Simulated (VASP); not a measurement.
# Hg (P6/mmm) in VASP: electric field gradients with PBE

Aim: the electric field gradients of Hg with PBE.

All numbers are computed with VASP 6.6.1; they aren't measurements. Logs are shortened: lines on timing, memory, paths and dates and some standing lists are left out, and cuts for length are marked.

## (1) The cell of the first run

The structure is hexagonal, space group P6/mmm (No. 191). Conventional cell: a = 4.540 Å, b = 4.540 Å, c = 3.870 Å, α = 90.00°, β = 90.00°, γ = 120.00°. Hg (site symmetry -6m2) has 9 Hg at 2.62 to 3.26 Å within 3.5 Å. Hg (site symmetry 6/mmm) has 14 Hg at 3.26 to 3.87 Å within 4.3 Å.

## (2) Electric field gradients, PBE

Contents of INCAR:

```
ALGO = Normal
EDIFF = 1E-8
ENCUT = 410
GGA = PE
GGA_COMPAT = False
ISIF = 2
ISMEAR = -1
LASPH = True
LCHARG = False
LEFG = True
LREAL = False
LWAVE = False
NBANDS = 37
NELM = 120
PREC = Accurate
SIGMA = 0.05
```

Contents of KPOINTS:

```
k-points
0
Gamma
  8 8 9
```

Contents of POSCAR:

```
Hg
1.0
    4.5400020208      0.0000000000      0.0000000000
   -2.2700010104      3.9317570832      0.0000000000
    0.0000000000      0.0000000000      3.8700000000
Hg
3
Direct
    0.3333333333      0.6666666667      0.5000000000
    0.0000000000      0.0000000000      0.0000000000
    0.6666666667      0.3333333333      0.5000000000
```

Potentials or basis: VASP PAW PBE potentials, release 64 (Hg_sv_GW).

On the command line:

```sh
$ cat potpaw_PBE.64/Hg_sv_GW/POTCAR > POTCAR
$ mpirun -np 1 vasp_std > vasp.out
```

OUTCAR:

```text
EDIFF = 1E-8
   ENCUT = 410
   GGA = PE
   ISIF = 2
   ISMEAR = -1
   LASPH = True
   LREAL = False
   NELM = 120
   PREC = Accurate

 ion  position               nearest neighbor table
   1  0.333  0.667  0.500-   3 2.62   3 2.62   3 2.62   2 3.26   2 3.26   2 3.26   2 3.26   2 3.26
                             2 3.26
   2  0.000  0.000  0.000-   1 3.26   3 3.26   1 3.26   3 3.26   1 3.26   1 3.26   3 3.26   3 3.26
                             3 3.26   3 3.26   1 3.26   1 3.26
   3  0.667  0.333  0.500-   1 2.62   1 2.62   1 2.62   2 3.26   2 3.26   2 3.26   2 3.26   2 3.26
                             2 3.26

  LATTYP: Found a hexagonal cell.
 ALAT       =     4.5400020208
 C/A-ratio  =     0.8524225281

  Lattice vectors:

 A1 = (   4.5400020208,   0.0000000000,   0.0000000000)
 A2 = (  -2.2700010104,   3.9317570832,   0.0000000000)
 A3 = (   0.0000000000,   0.0000000000,   3.8700000000)

Analysis of symmetry for initial positions (statically):
=====================================================================
 Subroutine PRICEL returns:
 Original cell was already a primitive cell.

 Routine SETGRP: Setting up the symmetry group for a
 hexagonal supercell.

 Subroutine GETGRP returns: Found 24 space group operations
 (whereof 24 operations were pure point group operations)
 out of a pool of 24 trial point group operations.

The static configuration has the point symmetry D_6h.

Analysis of symmetry for dynamics (positions and initial velocities):
=====================================================================
 Subroutine PRICEL returns:
 Original cell was already a primitive cell.

 Routine SETGRP: Setting up the symmetry group for a
 hexagonal supercell.

 Subroutine GETGRP returns: Found 24 space group operations
 (whereof 24 operations were pure point group operations)
 out of a pool of 24 trial point group operations.

The dynamic configuration has the point symmetry D_6h.

 Subroutine INISYM returns: Found 24 space group operations
 (whereof 24 operations are pure point group operations),
 and found     1 'primitive' translations

----------------------------------------------------------------------------------------

                                     Primitive cell

  volume of cell :      69.0802

  direct lattice vectors                    reciprocal lattice vectors
     4.540002021  0.000000000  0.000000000     0.220264219  0.127169606  0.000000000
    -2.270001010  3.931757083  0.000000000     0.000000000  0.254339212  0.000000000
     0.000000000  0.000000000  3.870000000     0.000000000  0.000000000  0.258397933

  length of vectors
     4.540002021  4.540002021  3.870000000     0.254339212  0.254339212  0.258397933

  position of ions in fractional coordinates (direct lattice)
     0.333333333  0.666666667  0.500000000
     0.000000000  0.000000000  0.000000000
     0.666666667  0.333333333  0.500000000

  ion indices of the primitive-cell ions
   primitive index   ion index
                 1           1
                 2           2
                 3           3

----------------------------------------------------------------------------------------

 KPOINTS: k-points

Automatic generation of k-mesh.
 Grid dimensions read from file:
 generate k-points for:    8    8    9

 Generating k-lattice:

  Cartesian coordinates                     Fractional coordinates (reciprocal lattice)
     0.027533027  0.015896201  0.000000000     0.125000000  0.000000000  0.000000000
     0.000000000  0.031792402  0.000000000     0.000000000  0.125000000  0.000000000
     0.000000000  0.000000000  0.028710881     0.000000000  0.000000000  0.111111111

  Length of vectors
     0.031792402  0.031792402  0.028710881

  Shift w.r.t. Gamma in fractional coordinates (k-lattice)
     0.000000000  0.000000000  0.000000000

 Subroutine IBZKPT returns following result:
 ===========================================

 Found     50 irreducible k-points:

 Following reciprocal coordinates:
            Coordinates               Weight
  0.000000  0.000000  0.000000      1.000000
  0.125000  0.000000  0.000000      6.000000
  0.250000  0.000000  0.000000      6.000000
  0.375000  0.000000  0.000000      6.000000
  0.500000  0.000000  0.000000      3.000000
  0.125000  0.125000  0.000000      6.000000
[... 16 lines left out ...]
  0.250000  0.000000  0.222222     12.000000
  0.375000  0.000000  0.222222     12.000000
 [... further k-points ...]
   k-points           NKPTS =     50   k-points in BZ     NKDIM =     50   number of bands    NBANDS=     37
   number of dos      NEDOS =    301   number of ions     NIONS =      3
   total plane-waves  NPLWV =  25200
   dimension x,y,z NGX =    30 NGY =   30 NGZ =   28
   dimension x,y,z NGXF=    60 NGYF=   60 NGZF=   56
   ions per type =               3
   NGX,Y,Z   is equivalent  to a cutoff of  10.99, 10.99, 12.03 a.u.
   NGXF,Y,Z  is equivalent  to a cutoff of  21.97, 21.97, 24.06 a.u.
 SYSTEM =  unknown system
   PREC   = accura    normal or accurate (medium, high low for compatibility)
   ISTART =      0    job   : 0-new  1-cont  2-samecut
   ICHARG =      2    charge: 1-file 2-atom 10-const
   ISPIN  =      1    spin polarized calculation?
   LNONCOLLINEAR =      F non collinear calculations
   LSORBIT =      F    spin-orbit coupling
   LASPH  =      T    aspherical Exc in radial PAW
   ENCUT  =  410.0 eV  30.13 Ry    5.49 a.u.   7.50  7.50  6.39*2*pi/ulx,y,z
   NELM   =    120;   NELMIN=  2; NELMDL= -5     # of ELM steps
   EDIFF  = 0.1E-07   stopping-criterion for ELM
   LREAL  =      F    real-space projection
   EDIFFG = 0.1E-06   stopping-criterion for IOM
   NSW    =      0    number of steps for IOM
   IBRION =     -1    ionic relax: 0-MD 1-quasi-New 2-CG
   NFREE  =      0    steps in history (QN), initial steepest desc. (CG)
   ISIF   =      2    stress and relaxation
   ISYM   =      2    0-nonsym 1-usesym 2-fastsym
   POTIM  = 0.5000    time-step for ionic-motion
   TEBEG  =    0.0;   TEEND  =   0.0 temperature during run
   PSTRESS=    0.0 pullay stress
   NELECT =      60.0000    total number of electrons
   NUPDOWN=      -1.0000    fix difference up-down
   EMIN   =  10.00;   EMAX   =-10.00  energy-range for DOS
   EFERMI =   0.00;   METHOD = LEGACY
   ISMEAR =    -1;   SIGMA  =   0.05  broadening in eV -4-tet -1-fermi 0-gaus
   EFERMI_NEDOS =   21; number of points for ismear=-14 and -15
   IALGO  =     38    algorithm
   IMIX   =      4    mixing-type and parameters
     AMIX     =   0.40;   BMIX     =  1.00
     AMIX_MAG =   1.60;   BMIX_MAG =  1.00
  volume/ion in A,a.u.               =      23.03       155.39
  Fermi-wavevector in a.u.,A,eV,Ry     =   1.561975  2.951704 33.195021  2.439765
  Thomas-Fermi vector in A             =   2.664961
   LORBIT       =      0    0 simple, 1 ext, 2 COOP (PROOUT), +10 PAW based schemes
   GGA     = PE    functional components
   LHFCALC =     F    Hartree Fock is set to
   AEXX    =    0.0000 exact exchange contribution
   IVDW    =     0    specifies the selected vdW correction
   LEPSILON=     F    determine dielectric tensor
   LRPA    =     F    only Hartree local field effects (RPA)
 non-spin polarized calculation
  energy-cutoff  :      410.00
  volume of cell :       69.08
 maximum number of plane-waves:      1319
 NGX is ok and might be reduce to    30
   NGX = 15   NGY = 15   NGZ = 13

 number of electron      60.0000053 magnetization

 Free energy of the ion-electron system (eV)
  ---------------------------------------------------
  ext. energy  EPLUGINS =         0.00000000
  ---------------------------------------------------
  free energy    TOTEN  =         0.43818763 eV

  energy without entropy =        0.44818364  energy(sigma->0) =        0.44318564

 E-fermi :   6.5539     XC(G=0): -11.3936

 val. band max:        6.5401827109   @ k =   0.2500   0.1250   0.3333
 cond. band min:       6.5798260727   @ k =   0.3750   0.1250   0.3333
 fundamental gap:      0.0396433618
 Fermi energy:         6.5539223735

 k-point     1 :       0.0000    0.0000    0.0000
  band No.  band energies     occupation
      1    -109.0160      2.00000
      2    -108.9991      2.00000
      3    -108.4511      2.00000
      4     -57.4879      2.00000
      5     -57.4879      2.00000
      6     -57.3315      2.00000
[... 29 lines left out ...]
     36      14.4811      0.00000
     37      18.9402      0.00000
[... 918 lines left out ...]
     36      15.2185      0.00000
     37      17.2032      0.00000

 [... further k-points ...]

------------------------ aborting loop because EDIFF is reached ----------------------------------------

  FORCE on cell =-STRESS in cart. coord.  units (eV):
  Direction    XX          YY          ZZ          XY          YZ          ZX
  --------------------------------------------------------------------------------------
  -------------------------------------------------------------------------------------
  Total        6.4564699      6.4564699      0.2574823      0.0000000      0.0000000      0.0000000
  in kB      149.7448934    149.7448934      5.9717875      0.0000000      0.0000000      0.0000000
  external PRESSURE =     101.8205248 kB  Pullay stress =       0.0000000 kB

 VOLUME and BASIS-vectors are now :
 -----------------------------------------------------------------------------
  energy-cutoff  :      410.00
  volume of cell :       69.08
      direct lattice vectors                 reciprocal lattice vectors
     4.540002021  0.000000000  0.000000000     0.220264219  0.127169606  0.000000000
    -2.270001010  3.931757083  0.000000000     0.000000000  0.254339212  0.000000000
     0.000000000  0.000000000  3.870000000     0.000000000  0.000000000  0.258397933

 POSITION                                       TOTAL-FORCE (eV/Angst)
 -----------------------------------------------------------------------------------
     -0.00000      2.62117      1.93500         0.000000      0.000000      0.000000
      0.00000      0.00000      0.00000        -0.000000      0.000000      0.000000
      2.27000      1.31059      1.93500        -0.000000      0.000000     -0.000000
 -----------------------------------------------------------------------------------
    total drift:                                0.000000      0.000000      0.000000

  FREE ENERGIE OF THE ION-ELECTRON SYSTEM (eV)
  ---------------------------------------------------
  free  energy   TOTEN  =         0.4381876307 eV

  energy  without entropy=        0.4481836408  energy(sigma->0) =        0.44318564

 Electric field gradients (V/A^2)
---------------------------------------------------------------------
 ion       V_xx      V_yy      V_zz      V_xy      V_xz      V_yz
---------------------------------------------------------------------
   1    -144.883  -144.879   289.762     0.003     0.000     0.000
   2     -18.428   -18.423    36.851     0.004     0.000     0.000
   3    -144.883  -144.879   289.762     0.003     0.000     0.000
---------------------------------------------------------------------

 Electric field gradients after diagonalization (V/A^2)
 (convention: |V_zz| > |V_xx| > |V_yy|)
----------------------------------------------------------------------
 ion       V_xx      V_yy      V_zz     asymmetry (V_yy - V_xx)/ V_zz
----------------------------------------------------------------------
   1    -144.885  -144.877   289.762       0.000
   2     -18.430   -18.421    36.851       0.000
   3    -144.885  -144.877   289.762       0.000
----------------------------------------------------------------------

           NMR quadrupolar parameters

 Cq : quadrupolar parameter    Cq=e*Q*V_zz/h
 eta: asymmetry parameters     (V_yy - V_xx)/ V_zz
 Q  : nuclear electric quadrupole moment in mb (millibarn)
----------------------------------------------------------------------
 ion       Cq(MHz)       eta       Q (mb)
----------------------------------------------------------------------
   1       0.701       0.000       1.000
   2       0.089       0.000       1.000
   3       0.701       0.000       1.000
----------------------------------------------------------------------
```

It took 85 s on 1 thread of Intel Xeon Platinum 8375C at 2.90GHz (Ice Lake), shared host; peak memory 0.22 GiB.

Results:

```yaml
Free_energy: 0.4382 eV
Pressure: 10.2 GPa
Band_gap_on_the_k_mesh: zero (bands 30 and 31 overlap by 5.04 eV)
Largest_electric_field_gradient_by_atom: Hg +289.8, +36.9 (each value once) V/Å²
```

Electric field gradients, principal values (V/Å²):
```csv
atom,least,middle,greatest (by size)
1 Hg,-144.877,-144.885,289.762
2 Hg,-18.421,-18.430,36.851
3 Hg,-144.877,-144.885,289.762
```

Caveat: the stress differs along the axes, from 1 to 15 GPa; without QUAD_EFG the Cq values of the log hold for a quadrupole moment of 1 mb, not for the nuclei; spin-orbit coupling is left out, which moves the levels of the heavy elements.

The gap in the log of VASP goes by the Fermi energy; the results here count the filled bands.